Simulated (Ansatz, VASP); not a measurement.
Cr: VASP beside Ansatz

File INCAR:

```
SYSTEM = Cr
  ALGO = Normal
  DIPOL = 0.5 0.5 0.500
  EDIFF = 1E-6
  ENCUT = 400
  GGA = PE
  GGA_COMPAT = .FALSE.
  IDIPOL = 3
  ISIF = 2
  ISMEAR = -1
  ISPIN = 2
  LASPH = .TRUE.
  LCHARG = .FALSE.
  LDIPOL = .TRUE.
  LMAXMIX = 4
  LORBIT = 11
  LREAL = .FALSE.
  LWAVE = .FALSE.
  MAGMOM = 2 2 2
  NBANDS = 29
  NELM = 200
  NELMDL = -8
  PREC = Accurate
  SIGMA = 0.1
```

File KPOINTS:

```
k-points
0
G
  14 14 1
  0 0 0
```

Contents of POSCAR:

```
Cr
1.0
    2.8486260734      0.0000000000      0.0000000000
    0.0000000000      2.8486260734      0.0000000000
    0.0000000000      0.0000000000     13.9343000000
Cr
3
Direct
    0.0000000000      0.0000000000      0.3947076675
    0.5000000000      0.5000000000      0.4999999967
    0.0000000000      0.0000000000      0.6052923325
```

Input for Ansatz:

```yaml
crystal:
  lattice:
    - [2.8486260734, 0.0, 0.0]
    - [0.0, 2.8486260734, 0.0]
    - [0.0, 0.0, 13.9343]
  atoms:
    - { symbol: Cr, position: [0.0, 0.0, 0.3947076675], spin: 2.0 }
    - { symbol: Cr, position: [0.5, 0.5, 0.4999999967], spin: 2.0 }
    - { symbol: Cr, position: [0.0, 0.0, 0.6052923325], spin: 2.0 }
magnetization:
  spin_polarized: true
kpoints:
  mp_grid: { grid: [14, 14, 1] }
scf:
  occupations: { method: fermi_dirac, width: 0.1 }
hamiltonian:
  xc: pbe
  pseudopotentials: { kind: all_electron, lapw: { basis_error: 0.001 } }
output:
  forces: true
  stress: true
  eigenvalues: true
efield:
  axis: 3
  amplitude: 0
  dipole_correction: true
```

Alike in both runs: task single point; functional PBE; k mesh 14 × 14 × 1; occupations fermi-dirac, width 0.1 eV; collinear spin.

```csv
,VASP,Ansatz
version,VASP 6.6.1,Ansatz 0.2.0
potentials or method,"VASP PAW PBE potentials, release 64 (Cr_pv), cutoff 400 eV","all-electron LAPW, scalar-relativistic"
```

|  | VASP | Ansatz | Ansatz less VASP |
| --- | --- | --- | --- |
| rms of the force components (eV/Å) | 0.014 | 0.001 | -0.0131 |
| net moment per atom (μB) | 1.49 | 1.49 | -0.004 |
| size of the moment on the site where the two differ most (μB) | 1.97 | 1.91 | -0.066 |

Site moments also hang on the region over which each program counts them. Atom by atom the forces differ by 0.015 eV/Å (rms over components). Ansatz ran all-electron here, and VASP with PAW potentials. Ansatz's warnings: seeded moment not kept, vacuum density over bound.
